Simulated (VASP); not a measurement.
Input of a VASP 6.6.1 run:

POSCAR

```
MgO
1.0
    0.0000000000      2.0970013927      2.0970013927
    2.0970013927      0.0000000000      2.0970013927
    2.0970013927      2.0970013927      0.0000000000
Mg O
1 1
Direct
    0.0000000000      0.0000000000      0.0000000000
    0.5000000000      0.5000000000      0.5000000000
```

Contents of INCAR.step1:

```
SYSTEM = MgO
PREC = Accurate ; ENCUT = 520
EDIFF = 1E-5 ; ISMEAR = -1
SIGMA = 0.05 ; LREAL = .FALSE.
LASPH = .TRUE. ; NELM = 60
ALGO = Normal ; ISIF = 2
LWAVE = .TRUE. ; GGA = PE
NBANDS = 11
```

Contents of INCAR.step2:

```
SYSTEM = MgO
PREC = Accurate ; ENCUT = 520
EDIFF = 1E-6 ; ISMEAR = -1
SIGMA = 0.05 ; LREAL = .FALSE.
LASPH = .TRUE. ; NELM = 60
ALGO = Normal ; ISIF = 2
LWAVE = .FALSE. ; LCHARG = .TRUE.
GGA = PE ; LHFCALC = .TRUE.
HFSCREEN = 0.2079 ; PRECFOCK = Normal
LELF = .TRUE. ; LVHAR = .TRUE.
ISTART = 1 ; NBANDS = 11
```

File KPOINTS:

```
regular mesh
0
G
  6 6 6
  0 0 0
```

Potentials or basis: VASP PAW PBE potentials, release 64 (Mg, O).

Launch:

```sh
$ cat potpaw_PBE.64/Mg/POTCAR potpaw_PBE.64/O/POTCAR > POTCAR
$ cp INCAR.step1 INCAR
$ mpirun -np 1 vasp_std > vasp.out
$ cp INCAR.step2 INCAR
$ mpirun -np 1 vasp_std > vasp.out
```

**Question.** Estimate the pressure.

**Answer.** 0.6 GPa.

**Question.** Estimate the band gap on the k mesh.

**Answer.** 6.58 eV.

Caveat: the k points lie up to 0.43 Å⁻¹ apart; the PAW data sets were made with another functional, which shifts forces and pressure a little.
